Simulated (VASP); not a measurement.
Here is a VASP 6.6.1 calculation.

Contents of INCAR:

```
SYSTEM = W
PREC     = Accurate       ! precision mode
ENCUT    = 520            ! plane-wave cutoff, eV
EDIFF    = 1E-7           ! SCF threshold, eV
ISMEAR   = -1             ! smearing method
SIGMA    = 0.05           ! smearing width, eV
LREAL    = .FALSE.        ! projectors in reciprocal space
LASPH    = .TRUE.         ! aspherical terms in the spheres
NELM     = 80             ! most SCF steps
ALGO     = Normal         ! electronic algorithm
ISIF     = 2              ! what is computed and relaxed
LWAVE    = .FALSE.        ! write WAVECAR
LCHARG   = .FALSE.        ! write CHGCAR
GGA      = B5             ! functional
ALDAX    = 1.0          
AGGAX    = 1.0          
AGGAC    = 1.0          
ALDAC    = 0.0          
IVDW     = 13             ! dispersion correction
VDW_S6   = 1.0          
VDW_S8   = 2.34076671   
VDW_A1   = 0.44488865   
VDW_A2   = 4.0933009    
NBANDS   = 13             ! bands
```

KPOINTS

```
regular mesh
0
G
  12 12 12
  0 0 0
```

Contents of POSCAR:

```
W
1.0
   -1.5717249149      1.5717249149      1.5717249149
    1.5717249149     -1.5717249149      1.5717249149
    1.5717249149      1.5717249149     -1.5717249149
W
1
Direct
    0.0000000000      0.0000000000      0.0000000000
```

Potentials or basis: VASP PAW PBE potentials, release 64 (W_sv).

Run with:

```console
$ cat potpaw_PBE.64/W_sv/POTCAR > POTCAR
$ mpirun -np 1 vasp_std > vasp.out
```

Predict the band gap on the k mesh.

zero (band 7 reaches 17.53 eV, above the bottom of band 8 at 10.97 eV).

What does it give for the dispersion energy per atom?

-1.385 eV.

Caveat: spin-orbit coupling is left out, which moves the levels of the heavy elements.
